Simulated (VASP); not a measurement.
# NaCl (Fm-3m) in VASP: a series of runs, part 2 of 2

VASP 6.6.1.

### Step 5. Single point, PBE-based screened hybrid with 25 % exact exchange

This run uses another cell than the first one, of 22.69 Å³/atom.

POSCAR

```
NaCl
1.0
    0.0000000000      2.8308314239      2.8308314239
    2.8308314239      0.0000000000      2.8308314239
    2.8308314239      2.8308314239      0.0000000000
Cl Na
1 1
Direct
    0.5000000000      0.5000000000      0.5000000000
    0.0000000000      0.0000000000      0.0000000000
```

INCAR.step1

```
SYSTEM = NaCl
PREC = Accurate
ENCUT = 520
EDIFF = 1E-5
ISMEAR = -1
SIGMA = 0.05
LREAL = .FALSE.
LASPH = .TRUE.
NELM = 80
ALGO = Normal
ISIF = 2
LWAVE = .TRUE.
LCHARG = .FALSE.
NBANDS = 14
GGA = PE
```

INCAR.step2

```
SYSTEM = NaCl
PREC = Accurate
ENCUT = 520
EDIFF = 1E-7
ISMEAR = -1
SIGMA = 0.05
LREAL = .FALSE.
LASPH = .TRUE.
NELM = 80
ALGO = Normal
ISIF = 2
LWAVE = .FALSE.
LCHARG = .FALSE.
GGA = PE
LHFCALC = .TRUE.
AEXX = 0.25
HFSCREEN = 0.3
PRECFOCK = Normal
NBANDS = 14
ISTART = 1
```

KPOINTS

```
regular mesh
0
G
  4 4 4
  0 0 0
```

Potentials or basis: VASP PAW PBE potentials, release 64 (Cl, Na_pv).

Command:

```sh
$ cat potpaw_PBE.64/Cl/POTCAR potpaw_PBE.64/Na_pv/POTCAR > POTCAR
$ cp INCAR.step1 INCAR
$ mpirun -np 1 vasp_std > vasp.out
$ cp INCAR.step2 INCAR
$ mpirun -np 1 vasp_std > vasp.out
```

OUTCAR:

```text
SYSTEM = NaCl
   PREC = Accurate
   ENCUT = 520
   EDIFF = 1E-7
   ISMEAR = -1
   LREAL = .FALSE.
   LASPH = .TRUE.
   NELM = 80
   ISIF = 2
   GGA = PE
   LHFCALC = .TRUE.
   AEXX = 0.25
   HFSCREEN = 0.3
   PRECFOCK = Normal
   ISTART = 1

 ion  position               nearest neighbor table
   1  0.500  0.500  0.500-
   2  0.000  0.000  0.000-

  LATTYP: Found a face centered cubic cell.
 ALAT       =     5.6616628478

  Lattice vectors:

 A1 = (   0.0000000000,   2.8308314239,   2.8308314239)
 A2 = (   2.8308314239,   0.0000000000,   2.8308314239)
 A3 = (   2.8308314239,   2.8308314239,   0.0000000000)

Analysis of symmetry for initial positions (statically):
=====================================================================
 Subroutine PRICEL returns:
 Original cell was already a primitive cell.

 Routine SETGRP: Setting up the symmetry group for a
 face centered cubic supercell.

 Subroutine GETGRP returns: Found 48 space group operations
 (whereof 48 operations were pure point group operations)
 out of a pool of 48 trial point group operations.

The static configuration has the point symmetry O_h .

Analysis of symmetry for dynamics (positions and initial velocities):
=====================================================================
 Subroutine PRICEL returns:
 Original cell was already a primitive cell.

 Routine SETGRP: Setting up the symmetry group for a
 face centered cubic supercell.

 Subroutine GETGRP returns: Found 48 space group operations
 (whereof 48 operations were pure point group operations)
 out of a pool of 48 trial point group operations.

The dynamic configuration has the point symmetry O_h .

 Subroutine INISYM returns: Found 48 space group operations
 (whereof 48 operations are pure point group operations),
 and found     1 'primitive' translations

[... 112 lines left out ...]
   ENCUTFOCK=  -1.0 apply spherical cutoff to Coloumb kernel
   IVDW    =     0    specifies the selected vdW correction
   LEPSILON=     F    determine dielectric tensor
   LRPA    =     F    only Hartree local field effects (RPA)
 non-spin polarized calculation
  energy-cutoff  :      520.00
  volume of cell :       45.37
 maximum number of plane-waves:      1243
 NGX is ok and might be reduce to    30
  NGX = 24; NGY = 24; NGZ = 24

 number of electron      13.9999993 magnetization

 Free energy of the ion-electron system (eV)
  ---------------------------------------------------
  ext. energy  EPLUGINS =         0.00000000
  ---------------------------------------------------
  free energy    TOTEN  =        -7.69843115 eV

  energy without entropy =       -7.69843115  energy(sigma->0) =       -7.69843115

 E-fermi :  -0.5384     XC(G=0):  -6.8988

 val. band max:       -1.6393162819   @ k =   0.0000   0.0000   0.0000
 cond. band min:       4.5432223582   @ k =   0.0000   0.0000   0.0000
 fundamental gap:      6.1825386401
 Fermi energy:        -0.5383545325

 k-point     1 :       0.0000    0.0000    0.0000
  band No.  band energies     occupation
      1     -24.5105      2.00000
      2     -24.5105      2.00000
      3     -24.5105      2.00000
      4     -15.4150      2.00000
      5      -1.6393      2.00000
      6      -1.6393      2.00000
      7      -1.6393      2.00000
      8       4.5432      0.00000
      9      10.6897      0.00000
     10      10.6897      0.00000
     11      10.6897      0.00000
     12      12.9846      0.00000
     13      12.9846      0.00000
     14      14.3276      0.00000
[... 105 lines left out ...]
      1     -24.5229      2.00000
      2     -24.5228      2.00000
      3     -24.5193      2.00000
      4     -14.9961      2.00000
      5      -2.8642      2.00000
      6      -2.8641      2.00000
      7      -2.4080      2.00000
      8       8.3770      0.00000
      9       9.2046      0.00000
     10       9.2046      0.00000
     11      10.9445      0.00000
     12      15.4051      0.00000
     13      15.4051      0.00000
     14      16.0823      0.00000

------------------------ aborting loop because EDIFF is reached ----------------------------------------

  FORCE on cell =-STRESS in cart. coord.  units (eV):
  Direction    XX          YY          ZZ          XY          YZ          ZX
  --------------------------------------------------------------------------------------
  -------------------------------------------------------------------------------------
  Total       -0.0137045     -0.0137045     -0.0137045      0.0000000      0.0000000     -0.0000000
  in kB       -0.4839524     -0.4839524     -0.4839524      0.0000000      0.0000000     -0.0000000
  external PRESSURE =      -0.4839524 kB  Pullay stress =       0.0000000 kB

 VOLUME and BASIS-vectors are now :
 -----------------------------------------------------------------------------
  energy-cutoff  :      520.00
  volume of cell :       45.37
      direct lattice vectors                 reciprocal lattice vectors
     0.000000000  2.830831424  2.830831424    -0.176626554  0.176626554  0.176626554
     2.830831424  0.000000000  2.830831424     0.176626554 -0.176626554  0.176626554
     2.830831424  2.830831424  0.000000000     0.176626554  0.176626554 -0.176626554

 POSITION                                       TOTAL-FORCE (eV/Angst)
 -----------------------------------------------------------------------------------
      2.83083      2.83083      2.83083         0.000000     -0.000000      0.000000
      0.00000      0.00000      0.00000        -0.000000      0.000000     -0.000000
 -----------------------------------------------------------------------------------
    total drift:                                0.000004      0.000004      0.000004

  FREE ENERGIE OF THE ION-ELECTRON SYSTEM (eV)
  ---------------------------------------------------
  free  energy   TOTEN  =        -7.6984311532 eV

  energy  without entropy=       -7.6984311532  energy(sigma->0) =       -7.69843115
```

OUTCAR.step1:

```text
SYSTEM = NaCl
   PREC = Accurate
   ENCUT = 520
   EDIFF = 1E-5
   ISMEAR = -1
   LREAL = .FALSE.
[... 339 lines left out ...]
      2.83083      2.83083      2.83083         0.000000      0.000000      0.000000
      0.00000      0.00000      0.00000        -0.000000     -0.000000     -0.000000
 -----------------------------------------------------------------------------------
    total drift:                               -0.000000      0.000000      0.000000

  FREE ENERGIE OF THE ION-ELECTRON SYSTEM (eV)
  ---------------------------------------------------
  free  energy   TOTEN  =        -6.7750474070 eV

  energy  without entropy=       -6.7750474070  energy(sigma->0) =       -6.77504741
```

Wall time 6.4 min (1 thread of Intel Xeon 8259CL, shared host); peak memory 0.26 GiB.

What came out:

```
Free energy            : -7.6984 eV
Pressure               : 0.0 GPa
Band gap on the k mesh : 6.18 eV
```

Levels at points of the mesh, in eV from the valence-band top:
```
           k point  band 4  band 5  band 6  band 7  band 8  band 9  band 10  band 11
(0.00, 0.00, 0.00)  -13.78    0.00    0.00    0.00    6.18   12.33    12.33    12.33
(0.50, 0.00, 0.00)  -13.43   -1.97   -0.27   -0.27    8.35   11.86    12.19    12.19
(0.50, 0.50, 0.00)  -13.37   -1.72   -0.62   -0.62    8.69    9.17    12.53    16.08
```

Caveat: the k points lie up to 0.48 Å⁻¹ apart; the PAW data sets were made with another functional, which shifts forces and pressure a little.

### Step 6. Single point, PBE-based screened hybrid with 25 % exact exchange

This run uses another cell than the first one, of 23.12 Å³/atom.

POSCAR

```
NaCl
1.0
    0.0000000000      2.8488626834      2.8488626834
    2.8488626834      0.0000000000      2.8488626834
    2.8488626834      2.8488626834      0.0000000000
Cl Na
1 1
Direct
    0.5000000000      0.5000000000      0.5000000000
    0.0000000000      0.0000000000      0.0000000000
```

INCAR.step1

```
SYSTEM = NaCl
  PREC = Accurate
  ENCUT = 520
  EDIFF = 1E-5
  ISMEAR = -1
  SIGMA = 0.05
  LREAL = .FALSE.
  LASPH = .TRUE.
  NELM = 60
  ALGO = Normal
  ISIF = 2
  LWAVE = .TRUE.
  LCHARG = .FALSE.
  NBANDS = 14
  GGA = PE
```

INCAR.step2

```
SYSTEM = NaCl
  PREC = Accurate
  ENCUT = 520
  EDIFF = 1E-6
  ISMEAR = -1
  SIGMA = 0.05
  LREAL = .FALSE.
  LASPH = .TRUE.
  NELM = 60
  ALGO = Normal
  ISIF = 2
  LWAVE = .FALSE.
  LCHARG = .FALSE.
  GGA = PE
  LHFCALC = .TRUE.
  AEXX = 0.25
  HFSCREEN = 0.3
  PRECFOCK = Normal
  NBANDS = 14
  ISTART = 1
```

KPOINTS is that of step 5.

Potentials or basis: VASP PAW PBE potentials, release 64 (Cl, Na_pv).

Command:

```sh
$ cat potpaw_PBE.64/Cl/POTCAR potpaw_PBE.64/Na_pv/POTCAR > POTCAR
$ cp INCAR.step1 INCAR
$ mpirun -np 1 vasp_std > vasp.out
$ cp INCAR.step2 INCAR
$ mpirun -np 1 vasp_std > vasp.out
```

OUTCAR:

```text
SYSTEM = NaCl
   PREC = Accurate
   ENCUT = 520
   EDIFF = 1E-6
   ISMEAR = -1
   LREAL = .FALSE.
   LASPH = .TRUE.
   NELM = 60
   ISIF = 2
   GGA = PE
   LHFCALC = .TRUE.
   AEXX = 0.25
   HFSCREEN = 0.3
   PRECFOCK = Normal
   ISTART = 1

 ion  position               nearest neighbor table
   1  0.500  0.500  0.500-
   2  0.000  0.000  0.000-

  LATTYP: Found a face centered cubic cell.
 ALAT       =     5.6977253668

  Lattice vectors:

 A1 = (   0.0000000000,   2.8488626834,   2.8488626834)
 A2 = (   2.8488626834,   0.0000000000,   2.8488626834)
 A3 = (   2.8488626834,   2.8488626834,   0.0000000000)

Analysis of symmetry for initial positions (statically):
=====================================================================
 Subroutine PRICEL returns:
 Original cell was already a primitive cell.

 Routine SETGRP: Setting up the symmetry group for a
 face centered cubic supercell.

 Subroutine GETGRP returns: Found 48 space group operations
 (whereof 48 operations were pure point group operations)
 out of a pool of 48 trial point group operations.

The static configuration has the point symmetry O_h .

Analysis of symmetry for dynamics (positions and initial velocities):
=====================================================================
 Subroutine PRICEL returns:
 Original cell was already a primitive cell.

 Routine SETGRP: Setting up the symmetry group for a
 face centered cubic supercell.

 Subroutine GETGRP returns: Found 48 space group operations
 (whereof 48 operations were pure point group operations)
 out of a pool of 48 trial point group operations.

The dynamic configuration has the point symmetry O_h .

 Subroutine INISYM returns: Found 48 space group operations
 (whereof 48 operations are pure point group operations),
 and found     1 'primitive' translations

[... 112 lines left out ...]
   ENCUTFOCK=  -1.0 apply spherical cutoff to Coloumb kernel
   IVDW    =     0    specifies the selected vdW correction
   LEPSILON=     F    determine dielectric tensor
   LRPA    =     F    only Hartree local field effects (RPA)
 non-spin polarized calculation
  energy-cutoff  :      520.00
  volume of cell :       46.24
 maximum number of plane-waves:      1257
 NGX is ok and might be reduce to    30
  NGX = 24; NGY = 24; NGZ = 24

 number of electron      13.9999992 magnetization

 Free energy of the ion-electron system (eV)
  ---------------------------------------------------
  ext. energy  EPLUGINS =         0.00000000
  ---------------------------------------------------
  free energy    TOTEN  =        -7.69707836 eV

  energy without entropy =       -7.69707836  energy(sigma->0) =       -7.69707836

 E-fermi :  -0.6126     XC(G=0):  -6.8359

 val. band max:       -1.7459601500   @ k =   0.0000   0.0000   0.0000
 cond. band min:       4.3596635747   @ k =   0.0000   0.0000   0.0000
 fundamental gap:      6.1056237247
 Fermi energy:        -0.6125906445

 k-point     1 :       0.0000    0.0000    0.0000
  band No.  band energies     occupation
      1     -24.6558      2.00000
      2     -24.6558      2.00000
      3     -24.6558      2.00000
      4     -15.4779      2.00000
      5      -1.7460      2.00000
      6      -1.7460      2.00000
      7      -1.7460      2.00000
      8       4.3597      0.00000
      9      10.5562      0.00000
     10      10.5562      0.00000
     11      10.5562      0.00000
     12      12.8260      0.00000
     13      12.8260      0.00000
     14      14.1344      0.00000
[... 105 lines left out ...]
      1     -24.6671      2.00000
      2     -24.6671      2.00000
      3     -24.6638      2.00000
      4     -15.0812      2.00000
      5      -2.9318      2.00000
      6      -2.9318      2.00000
      7      -2.4892      2.00000
      8       8.1859      0.00000
      9       9.0397      0.00000
     10       9.0397      0.00000
     11      10.7337      0.00000
     12      15.1446      0.00000
     13      15.1446      0.00000
     14      15.8327      0.00000

------------------------ aborting loop because EDIFF is reached ----------------------------------------

  FORCE on cell =-STRESS in cart. coord.  units (eV):
  Direction    XX          YY          ZZ          XY          YZ          ZX
  --------------------------------------------------------------------------------------
  -------------------------------------------------------------------------------------
  Total       -0.1445970     -0.1445970     -0.1445970      0.0000000      0.0000000      0.0000000
  in kB       -5.0098560     -5.0098560     -5.0098560      0.0000000      0.0000000      0.0000000
  external PRESSURE =      -5.0098560 kB  Pullay stress =       0.0000000 kB

 VOLUME and BASIS-vectors are now :
 -----------------------------------------------------------------------------
  energy-cutoff  :      520.00
  volume of cell :       46.24
      direct lattice vectors                 reciprocal lattice vectors
     0.000000000  2.848862683  2.848862683    -0.175508635  0.175508635  0.175508635
     2.848862683  0.000000000  2.848862683     0.175508635 -0.175508635  0.175508635
     2.848862683  2.848862683  0.000000000     0.175508635  0.175508635 -0.175508635

 POSITION                                       TOTAL-FORCE (eV/Angst)
 -----------------------------------------------------------------------------------
      2.84886      2.84886      2.84886        -0.000000      0.000000     -0.000000
      0.00000      0.00000      0.00000         0.000000     -0.000000      0.000000
 -----------------------------------------------------------------------------------
    total drift:                               -0.000000     -0.000000     -0.000001

  FREE ENERGIE OF THE ION-ELECTRON SYSTEM (eV)
  ---------------------------------------------------
  free  energy   TOTEN  =        -7.6970783579 eV

  energy  without entropy=       -7.6970783579  energy(sigma->0) =       -7.69707836
```

Wall time 4.6 min (1 thread of Intel Xeon 8259CL, shared host); peak memory 0.26 GiB.

What came out:

```
Free energy            : -7.6971 eV
Pressure               : -0.5 GPa
Band gap on the k mesh : 6.11 eV
```

Caveat: the k points lie up to 0.48 Å⁻¹ apart; the PAW data sets were made with another functional, which shifts forces and pressure a little.

### Step 7. Summary

```tsv
cell	gap on the mesh (eV)	pressure (GPa)
a = 3.898 Å, angles 60.0°, 2 atoms	6.53	2.4
a = 3.925 Å, angles 60.0°, 2 atoms	6.43	1.6
a = 3.978 Å, angles 60.0°, 2 atoms	6.26	0.5
a = 4.003 Å, angles 60.0°, 2 atoms	6.18	0.0
a = 4.029 Å, angles 60.0°, 2 atoms	6.11	-0.5
```

Alike in all rows: task single point; level PBE-based screened hybrid with 25 % exact exchange; potentials or basis VASP PAW PBE potentials, release 64 (Cl, Na_pv); no spin polarisation; k mesh 4 × 4 × 4; cutoff (eV) 520; smearing fermi-dirac 0.05 eV.

Caveats: all runs use coarse meshes; the PAW data sets were made with another functional, which shifts forces and pressure a little.

Absolute energies hang on the potentials; compare differences alone.
